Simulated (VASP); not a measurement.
# C (P6_3/mmc) in VASP: single point with r2SCAN+D3(BJ)

Aim: the single point of C with r2SCAN+D3(BJ).

Everything below comes from runs of VASP 6.6.1. Logs are shortened: lines on timing, memory, paths and dates and some standing lists are left out, and cuts for length are marked.

**1. The cell of the first run**

Symmetry: P6_3/mmc, No. 194, hexagonal system. Conventional cell: a = 2.488 Å, b = 2.488 Å, c = 8.126 Å, α = 90.00°, β = 90.00°, γ = 120.00°. Within 2.0 Å of C (site symmetry 3m) lie 4 C at 1.52 Å. Within 2.0 Å of C (site symmetry 3m) lie 4 C at 1.52 Å.

**2. Single point, r2SCAN+D3(BJ)**

POSCAR reads:

```
C
1.0
    2.4880133891      0.0000000000      0.0000000000
   -1.2440066945      2.1546827999      0.0000000000
    0.0000000000      0.0000000000      8.1257741910
C
8
Direct
    0.6666666667      0.3333333333      0.8437500000
    0.3333333333      0.6666666667      0.3437500000
    0.6666666667      0.3333333333      0.6562500000
    0.3333333333      0.6666666667      0.1562500000
    0.0000000000      0.0000000000      0.9062500000
    0.0000000000      0.0000000000      0.4062500000
    0.0000000000      0.0000000000      0.5937500000
    0.0000000000      0.0000000000      0.0937500000
```

INCAR.step1 reads:

```
  PREC = Accurate
  ENCUT = 1430
  ISMEAR = -1
  SIGMA = 0.05
  LREAL = F
  LASPH = T
  NELM = 120
  NBANDS = 26
  GGA = PE
  ALGO = Normal
  EDIFF = 1E-5
  LWAVE = T
  LCHARG = F
  GGA_COMPAT = F
```

INCAR.step2 reads:

```
  PREC = Accurate
  ENCUT = 1430
  EDIFF = 1E-6
  ISMEAR = -1
  SIGMA = 0.05
  LREAL = F
  LASPH = T
  NELM = 120
  ALGO = Normal
  ISIF = 2
  LWAVE = F
  LCHARG = T
  METAGGA = R2SCAN
  LMIXTAU = T
  IVDW = 12
  VDW_S6 = 1.0
  VDW_S8 = 0.78981345
  VDW_A1 = 0.49484001
  VDW_A2 = 5.73083694
  LELF = T
  LVHAR = T
  NBANDS = 26
  ISTART = 1
  GGA_COMPAT = F
```

KPOINTS reads:

```
regular mesh
0
Gamma
  12 12 4
```

Potentials or basis: VASP PAW PBE potentials, release 64 (C_h).

The run is started by

```
$ cat potpaw_PBE.64/C_h/POTCAR > POTCAR
$ cp INCAR.step1 INCAR
$ mpirun -np 1 vasp_std > vasp.out
$ cp INCAR.step2 INCAR
$ mpirun -np 1 vasp_std > vasp.out
```

OUTCAR:

```text
PREC = Accurate
   ENCUT = 1430
   EDIFF = 1E-6
   ISMEAR = -1
   LREAL = F
   LASPH = T
   NELM = 120
   ISIF = 2
   METAGGA = R2SCAN
   IVDW = 12
   ISTART = 1
 IVDW          = 12

 ion  position               nearest neighbor table
   1  0.667  0.333  0.844-   3 1.52   5 1.52   5 1.52   5 1.52
   2  0.333  0.667  0.344-   4 1.52   6 1.52   6 1.52   6 1.52
   3  0.667  0.333  0.656-   1 1.52   7 1.52   7 1.52   7 1.52
   4  0.333  0.667  0.156-   2 1.52   8 1.52   8 1.52   8 1.52
   5  0.000  0.000  0.906-   8 1.52   1 1.52   1 1.52   1 1.52
   6  0.000  0.000  0.406-   7 1.52   2 1.52   2 1.52   2 1.52
   7  0.000  0.000  0.594-   6 1.52   3 1.52   3 1.52   3 1.52
   8  0.000  0.000  0.094-   5 1.52   4 1.52   4 1.52   4 1.52

  LATTYP: Found a hexagonal cell.
 ALAT       =     2.4880133891
 C/A-ratio  =     3.2659688355

  Lattice vectors:

 A1 = (   2.4880133891,   0.0000000000,   0.0000000000)
 A2 = (  -1.2440066945,   2.1546827999,   0.0000000000)
 A3 = (   0.0000000000,   0.0000000000,   8.1257741910)

Analysis of symmetry for initial positions (statically):
=====================================================================
 Subroutine PRICEL returns:
 Original cell was already a primitive cell.

 Routine SETGRP: Setting up the symmetry group for a
 hexagonal supercell.

 Subroutine GETGRP returns: Found 24 space group operations
 (whereof 12 operations were pure point group operations)
 out of a pool of 24 trial point group operations.

The static configuration has the point symmetry D_3d.
 The point group associated with its full space group is D_6h.

Analysis of symmetry for dynamics (positions and initial velocities):
=====================================================================
 Subroutine PRICEL returns:
 Original cell was already a primitive cell.

 Routine SETGRP: Setting up the symmetry group for a
 hexagonal supercell.

 Subroutine GETGRP returns: Found 24 space group operations
 (whereof 12 operations were pure point group operations)
 out of a pool of 24 trial point group operations.

The dynamic configuration has the point symmetry D_3d.
 The point group associated with its full space group is D_6h.

 Subroutine INISYM returns: Found 24 space group operations
 (whereof 12 operations are pure point group operations),
 and found     1 'primitive' translations

----------------------------------------------------------------------------------------

                                     Primitive cell

  volume of cell :      43.5613

  direct lattice vectors                    reciprocal lattice vectors
     2.488013389  0.000000000  0.000000000     0.401927097  0.232052718  0.000000000
    -1.244006694  2.154682800  0.000000000     0.000000000  0.464105436  0.000000000
     0.000000000  0.000000000  8.125774191     0.000000000  0.000000000  0.123065197

  length of vectors
     2.488013389  2.488013389  8.125774191     0.464105436  0.464105436  0.123065197

  position of ions in fractional coordinates (direct lattice)
     0.666666667  0.333333333  0.843750000
     0.333333333  0.666666667  0.343750000
     0.666666667  0.333333333  0.656250000
     0.333333333  0.666666667  0.156250000
     0.000000000  0.000000000  0.906250000
     0.000000000  0.000000000  0.406250000
     0.000000000  0.000000000  0.593750000
     0.000000000  0.000000000  0.093750000

  ion indices of the primitive-cell ions
   primitive index   ion index
                 1           1
                 2           2
                 3           3
                 4           4
                 5           5
                 6           6
                 7           7
                 8           8

----------------------------------------------------------------------------------------

 KPOINTS: regular mesh

Automatic generation of k-mesh.
 Grid dimensions read from file:
 generate k-points for:   12   12    4

 Generating k-lattice:

  Cartesian coordinates                     Fractional coordinates (reciprocal lattice)
     0.033493925  0.019337726  0.000000000     0.083333333 -0.000000000  0.000000000
     0.000000000  0.038675453  0.000000000     0.000000000  0.083333333  0.000000000
     0.000000000  0.000000000  0.030766299     0.000000000  0.000000000  0.250000000

  Length of vectors
     0.038675453  0.038675453  0.030766299

  Shift w.r.t. Gamma in fractional coordinates (k-lattice)
     0.000000000  0.000000000  0.000000000

 Subroutine IBZKPT returns following result:
 ===========================================

 Found     57 irreducible k-points:

 Following reciprocal coordinates:
            Coordinates               Weight
  0.000000  0.000000  0.000000      1.000000
  0.083333  0.000000  0.000000      6.000000
  0.166667  0.000000  0.000000      6.000000
  0.250000  0.000000  0.000000      6.000000
  0.333333  0.000000  0.000000      6.000000
  0.416667  0.000000  0.000000      6.000000
[... 16 lines left out ...]
  0.250000  0.000000  0.250000     12.000000
  0.333333  0.000000  0.250000     12.000000
 [... further k-points ...]
   k-points           NKPTS =     57   k-points in BZ     NKDIM =     57   number of bands    NBANDS=     26
   number of dos      NEDOS =    301   number of ions     NIONS =      8
   total plane-waves  NPLWV = 102400
   dimension x,y,z NGX =    32 NGY =   32 NGZ =  100
   dimension x,y,z NGXF=    64 NGYF=   64 NGZF=  200
   ions per type =               8
   NGX,Y,Z   is equivalent  to a cutoff of  21.38, 21.38, 20.46 a.u.
   NGXF,Y,Z  is equivalent  to a cutoff of  42.76, 42.76, 40.92 a.u.
 SYSTEM =  unknown system
   PREC   = accura    normal or accurate (medium, high low for compatibility)
   ISTART =      1    job   : 0-new  1-cont  2-samecut
   ICHARG =      0    charge: 1-file 2-atom 10-const
   ISPIN  =      1    spin polarized calculation?
   LNONCOLLINEAR =      F non collinear calculations
   LSORBIT =      F    spin-orbit coupling
   LASPH  =      T    aspherical Exc in radial PAW
   ENCUT  = 1430.0 eV 105.10 Ry   10.25 a.u.   7.67  7.67 25.05*2*pi/ulx,y,z
   NELM   =    120;   NELMIN=  2; NELMDL=  0     # of ELM steps
   EDIFF  = 0.1E-05   stopping-criterion for ELM
   LREAL  =      F    real-space projection
   EDIFFG = 0.1E-04   stopping-criterion for IOM
   NSW    =      0    number of steps for IOM
   IBRION =     -1    ionic relax: 0-MD 1-quasi-New 2-CG
   NFREE  =      0    steps in history (QN), initial steepest desc. (CG)
   ISIF   =      2    stress and relaxation
   ISYM   =      2    0-nonsym 1-usesym 2-fastsym
   POTIM  = 0.5000    time-step for ionic-motion
   TEBEG  =    0.0;   TEEND  =   0.0 temperature during run
   PSTRESS=    0.0 pullay stress
   NELECT =      32.0000    total number of electrons
   NUPDOWN=      -1.0000    fix difference up-down
   EMIN   =  10.00;   EMAX   =-10.00  energy-range for DOS
   EFERMI =   0.00;   METHOD = LEGACY
   ISMEAR =    -1;   SIGMA  =   0.05  broadening in eV -4-tet -1-fermi 0-gaus
   EFERMI_NEDOS =   21; number of points for ismear=-14 and -15
   IALGO  =     38    algorithm
   IMIX   =      4    mixing-type and parameters
     AMIX     =   0.40;   BMIX     =  1.00
     AMIX_MAG =   1.60;   BMIX_MAG =  1.00
  volume/ion in A,a.u.               =       5.45        36.75
  Fermi-wavevector in a.u.,A,eV,Ry     =   1.477150  2.791408 29.687527  2.181972
  Thomas-Fermi vector in A             =   2.591589
   LORBIT       =      0    0 simple, 1 ext, 2 COOP (PROOUT), +10 PAW based schemes
   METAGGA = R2SCAN    functional components
   LHFCALC =     F    Hartree Fock is set to
   AEXX    =    0.0000 exact exchange contribution
   IVDW    =    12    specifies the selected vdW correction
   LEPSILON=     F    determine dielectric tensor
   LRPA    =     F    only Hartree local field effects (RPA)
 non-spin polarized calculation
  energy-cutoff  :     1430.00
  volume of cell :       43.56
 maximum number of plane-waves:      5409
 NGX is ok and might be reduce to    32
   NGX = 15   NGY = 15   NGZ = 51

 number of electron      32.0000000 magnetization

 Free energy of the ion-electron system (eV)
  ---------------------------------------------------
  ext. energy  EPLUGINS =         0.00000000
  ---------------------------------------------------
  free energy    TOTEN  =       -78.70174041 eV

  energy without entropy =      -78.70174041  energy(sigma->0) =      -78.70174041

 E-fermi :  12.6855     XC(G=0): -14.4911

 val. band max:       11.7135745564   @ k =   0.0000   0.0000   0.0000
 cond. band min:      16.4651472754   @ k =   0.4167   0.0000   0.0000
 fundamental gap:      4.7515727190
 Fermi energy:        12.6855359941

 k-point     1 :       0.0000    0.0000    0.0000
  band No.  band energies     occupation
      1     -11.6945      2.00000
      2      -9.8754      2.00000
      3      -9.8224      2.00000
      4      -5.4723      2.00000
      5      -2.9509      2.00000
      6       4.3595      2.00000
[... 18 lines left out ...]
     25      20.7160      0.00000
     26      20.7768      0.00000

 k-point     2 :       0.0833    0.0000    0.0000
  band No.  band energies     occupation
      1     -11.5114      2.00000
      2      -9.6958      2.00000
      3      -9.6418      2.00000
      4      -5.3079      2.00000
      5      -2.7833      2.00000
      6       4.4446      2.00000
[... 18 lines left out ...]
     25      21.1614      0.00000
     26      21.4380      0.00000

 k-point     3 :       0.1667    0.0000    0.0000
  band No.  band energies     occupation
      1     -10.9642      2.00000
      2      -9.1596      2.00000
      3      -9.1024      2.00000
      4      -4.8168      2.00000
      5      -2.2952      2.00000
      6       4.5907      2.00000
[... 18 lines left out ...]
     25      21.9364      0.00000
     26      22.9415      0.00000

 k-point     4 :       0.2500    0.0000    0.0000
  band No.  band energies     occupation
      1     -10.0600      2.00000
      2      -8.2765      2.00000
      3      -8.2119      2.00000
      4      -4.0078      2.00000
      5      -1.5583      2.00000
      6       2.6743      2.00000
[... 18 lines left out ...]
     25      23.3058      0.00000
     26      23.4151      0.00000

 k-point     5 :       0.3333    0.0000    0.0000
  band No.  band energies     occupation
      1      -8.8158      2.00000
      2      -7.0739      2.00000
      3      -6.9899      2.00000
      4      -2.9107      2.00000
      5      -1.0948      2.00000
      6       0.4656      2.00000
[... 18 lines left out ...]
     25      24.0787      0.00000
     26      24.4934      0.00000

 k-point     6 :       0.4167    0.0000    0.0000
  band No.  band energies     occupation
      1      -7.2827      2.00000
      2      -5.6794      2.00000
      3      -5.5006      2.00000
      4      -2.5953      2.00000
      5      -1.8428      2.00000
      6      -1.2032      2.00000
[... 427 lines left out ...]
 k-point    21 :       0.0833    0.0000    0.2500
  band No.  band energies     occupation
      1     -11.3952      2.00000
      2     -10.4705      2.00000
      3      -8.6531      2.00000
      4      -6.1417      2.00000
      5      -1.7579      2.00000
      6       2.2422      2.00000
[... 18 lines left out ...]
     25      21.1244      0.00000
     26      21.4473      0.00000

 k-point    22 :       0.1667    0.0000    0.2500
  band No.  band energies     occupation
      1     -10.8485      2.00000
      2      -9.9282      2.00000
      3      -8.1219      2.00000
      4      -5.6354      2.00000
      5      -1.2957      2.00000
      6       2.5683      2.00000
[... 18 lines left out ...]
     25      22.5681      0.00000
     26      23.0367      0.00000

 k-point    23 :       0.2500    0.0000    0.2500
  band No.  band energies     occupation
      1      -9.9452      2.00000
      2      -9.0333      2.00000
      3      -7.2475      2.00000
      4      -4.8049      2.00000
      5      -0.6146      2.00000
      6       2.5585      2.00000
[... 18 lines left out ...]
     25      22.8485      0.00000
     26      24.3724      0.00000

 k-point    24 :       0.3333    0.0000    0.2500
  band No.  band energies     occupation
      1      -8.7028      2.00000
      2      -7.8060      2.00000
      3      -6.0581      2.00000
      4      -3.6928      2.00000
      5      -0.5143      2.00000
      6       0.5822      2.00000
[... 18 lines left out ...]
     25      23.0661      0.00000
     26      25.2064      0.00000

 [... further k-points ...]

------------------------ aborting loop because EDIFF is reached ----------------------------------------

 Edisp (eV)   -0.75017

 E8    (eV) :    -0.1560

  FORCE on cell =-STRESS in cart. coord.  units (eV):
  Direction    XX          YY          ZZ          XY          YZ          ZX
  --------------------------------------------------------------------------------------
  -------------------------------------------------------------------------------------
  Total       2.53426     2.53426     6.49535     0.00000    -0.00000    -0.00000
  in kB      93.20963    93.20963   238.89785     0.00000    -0.00000    -0.00000
  external pressure =      141.77 kB  Pullay stress =        0.00 kB

 VOLUME and BASIS-vectors are now :
 -----------------------------------------------------------------------------
  energy-cutoff  :     1430.00
  volume of cell :       43.56
      direct lattice vectors                 reciprocal lattice vectors
     2.488013389  0.000000000  0.000000000     0.401927097  0.232052718  0.000000000
    -1.244006694  2.154682800  0.000000000     0.000000000  0.464105436  0.000000000
     0.000000000  0.000000000  8.125774191     0.000000000  0.000000000  0.123065197

 POSITION                                       TOTAL-FORCE (eV/Angst)
 -----------------------------------------------------------------------------------
      1.24401      0.71823      6.85612         0.000000     -0.000000      0.353822
     -0.00000      1.43646      2.79323        -0.000000      0.000000      0.353822
      1.24401      0.71823      5.33254        -0.000000      0.000000     -0.353822
     -0.00000      1.43646      1.26965         0.000000     -0.000000     -0.353822
      0.00000      0.00000      7.36398        -0.000000      0.000000      0.387743
      0.00000      0.00000      3.30110        -0.000000     -0.000000      0.387743
      0.00000      0.00000      4.82468        -0.000000     -0.000000     -0.387743
      0.00000      0.00000      0.76179        -0.000000     -0.000000     -0.387743
 -----------------------------------------------------------------------------------
    total drift:                                0.000000     -0.000000      0.000000

  FREE ENERGIE OF THE ION-ELECTRON SYSTEM (eV)
  ---------------------------------------------------
  free  energy   TOTEN  =       -79.4519124439 eV

  energy  without entropy=      -79.4519124439  energy(sigma->0) =      -79.45191244
```

It took 11 min on 1 thread of Intel Xeon Platinum 8488C (Sapphire Rapids), shared host; peak memory 0.46 GiB.

Results:

| Item | Value |
| --- | --- |
| Free energy | -79.4519 eV |
| Pressure | 14.2 GPa |
| Largest force | 0.388 eV/Å |
| Band gap on the k mesh | 4.75 eV (least direct gap 5.54 eV) |
| Dispersion energy per atom | -0.094 eV |

Forces on the atoms (eV/Å):
```
C    0.000  0.000  0.354
C    0.000  0.000  0.354
C    0.000  0.000 -0.354
C    0.000  0.000 -0.354
C    0.000  0.000  0.388
C    0.000  0.000  0.388
C    0.000  0.000 -0.388
C    0.000  0.000 -0.388
```

Caveat: the stress differs along the axes, from 9 to 24 GPa; the PAW data sets were made with another functional, which shifts forces and pressure a little.
